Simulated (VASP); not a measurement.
Wanted: the native input for a VASP 6.6.1 run.

```
Task                   : single point
Functional             : PBE
Potentials or basis    : VASP PAW PBE potentials, release 64 (V_sv)
Cutoff                 : 520 eV
k mesh                 : 3 × 3 × 3
Occupations            : gaussian, width 0.15 eV
Spin                   : no spin polarisation
Dipole correction      : no
Further INCAR settings : LREAL = Auto; ALGO = Normal; EDIFF = 1e-07; NBANDS = 124
```

The structure of V (a cell with a defect) lies in POSCAR:

```
V
1.0
    6.0400000000      0.0000000000      0.0000000000
    0.0000000000      6.0400000000      0.0000000000
    0.0000000000      0.0000000000      6.0400000000
V
17
Direct
    0.0118539735      0.0015567881      0.0036513245
    0.5083564570      0.0010784768      0.0036903974
    0.0165733444      0.5124511589      0.0037205298
    0.0242874172      0.0002701987      0.5036259934
    0.2739440397      0.2504943709      0.2488796358
    0.5066185430      0.5099316225      0.0036855960
    0.3885084437     -0.0716637417      0.5046162252
    0.7877200331      0.2877019868      0.2109096026
    0.0051549669      0.4913584437      0.5036054636
    0.2373132450      0.7230261589      0.2325215232
    0.2739269868      0.2505708609      0.7586162252
    0.5110067881      0.4998942053      0.5036720199
    0.7489678808      0.7543682119      0.2546011589
    0.7875193709      0.2871245033      0.7962264901
    0.2371140728      0.7225930464      0.7749104305
    0.7490491722      0.7544099338      0.7525869205
    0.6759225166      0.0965213576      0.5029177152
```

The input as run:

INCAR

```
ALGO = Normal
EDIFF = 1E-7
ENCUT = 520
GGA = PE
ISIF = 2
ISMEAR = 0
LASPH = True
LCHARG = False
LREAL = Auto
LWAVE = False
NBANDS = 124
NELM = 100
PREC = Accurate
SIGMA = 0.15
```

KPOINTS

```
k-points
0
Gamma
  3 3 3
```

Potentials or basis: VASP PAW PBE potentials, release 64 (V_sv).

Command:

```sh
$ cat potpaw_PBE.64/V_sv/POTCAR > POTCAR
$ mpirun -np 1 vasp_std > vasp.out
```

Results of the run:

* Pressure: 12.5 GPa
* Largest force: 0.226 eV/Å
* Band gap on the k mesh: zero (an odd number of electrons rules out a gap without spin polarisation)

Caveat: atoms lie so close that the PAW spheres overlap strongly, which falsifies energies and pressures.

Wall time 33 min on 1 thread of Intel Xeon 8259CL, with other jobs on the host, peak memory 0.45 GiB.
